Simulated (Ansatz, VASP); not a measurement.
One calculation of HfH3F, two programs

```xyz
5
Lattice="3.5636 0.0000 0.0000 0.0000 3.5636 0.0000 0.0000 0.0000 3.5636" Properties=species:S:1:pos:R:3 pbc="T T T"
Hf    1.7818    1.7818    1.7818
H     1.7818    1.7818    0.0000
H     0.0000    1.7818    1.7818
H     1.7818    0.0000    1.7818
F     0.0000    0.0000    0.0000
```

Change from the starting cell: species swapped into the KVF3 type (Pm-3m, No. 221).

Alike in both runs: task relaxation of cell and atoms; functional PBE; k mesh 3 × 3 × 3; occupations gaussian, width 0.15 eV; no spin polarisation.

|  | VASP | Ansatz |
| --- | --- | --- |
| version | VASP 6.6.1 | Ansatz 0.2.0 |
| potentials or method | VASP PAW PBE potentials, release 64 (Hf_pv, H, F), cutoff 600 eV | scalar-relativistic, plane waves, PAW |
| valence electrons in the cell | 20 | 36 |

VASP gave:

- gap on the k mesh at the Fermi level, each at its own relaxed structure (eV): 2.91
- relaxed volume (Å³/atom): 10.38
- relaxed cell length with the largest relative difference (Å): 3.730

Problem. What did Ansatz give for the same quantities?

Solution. gap on the k mesh at the Fermi level, each at its own relaxed structure (eV): 2.92; relaxed volume (Å³/atom): 10.35; relaxed cell length with the largest relative difference (Å): 3.726.

VASP's potentials hold 20 valence electrons a cell and Ansatz's 36, so a difference there can come from the potentials and not from the codes.

The k mesh is coarse, so the values compare programs but aren't converged. Neither program's run includes spin-orbit coupling.
